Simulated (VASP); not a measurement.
Set up this calculation in VASP 6.6.1, as the native input.

* Task: relaxation of cell and atoms
* Functional: PBE
* Potentials or basis: VASP PAW PBE potentials, release 64 (Nb_sv, Si)
* Cutoff: 600 eV
* k mesh: 18 × 18 × 18
* Occupations: gaussian, width 0.1 eV
* Spin: no spin polarisation
* Dipole correction: no
* Further INCAR settings: ALGO = Normal; EDIFF = 1e-06; IBRION = 2; EDIFFG = -0.01; NSW = 100; ISIF = 3

The structure of NbSi lies in POSCAR:

```
NbSi
1.0
    3.1559764709      0.0000000000      0.0000000000
    0.0000000000      3.1559764709      0.0000000000
    0.0000000000      0.0000000000      3.1559764709
Nb Si
1 1
Direct
    0.0000000000      0.0000000000      0.0000000000
    0.5000000000      0.5000000000      0.5000000000
```

The cell was built from a structure type or drawn by symmetry, and may not be a known phase.

The input as run:

INCAR

```
SYSTEM = NbSi
ALGO = Normal ; EDIFF = 1E-6
EDIFFG = -0.01 ; ENCUT = 600
GGA = PE ; IBRION = 2
ISIF = 3 ; ISMEAR = 0
LASPH = .TRUE. ; LCHARG = .FALSE.
LREAL = .FALSE. ; LWAVE = .FALSE.
NELM = 60 ; NSW = 100
PREC = Accurate ; SIGMA = 0.1
```

KPOINTS

```
k-points
0
G
  18 18 18
  0 0 0
```

Potentials or basis: VASP PAW PBE potentials, release 64 (Nb_sv, Si).

Command:

```sh
$ cat potpaw_PBE.64/Nb_sv/POTCAR potpaw_PBE.64/Si/POTCAR > POTCAR
$ mpirun -np 1 vasp_std > vasp.out
```

It gave:

The relaxed volume is 15.70 Å³/atom. The relaxed cell is a = 3.155 Å, b = 3.155 Å, c = 3.155 Å, α = 90.00°, β = 90.00°, γ = 90.00°. The space group after relaxing (to 0.1 Å) is Pm-3m (No. 221). The energy gained by relaxing is 0.0 meV/atom, the ionic steps are 3 and the pressure after relaxing is 0.1 GPa. The band gap on the k mesh is zero (an odd number of electrons rules out a gap without spin polarisation).

Wall time 5.2 min on 1 thread of Intel Xeon 8259CL (shared host), peak memory 0.25 GiB.
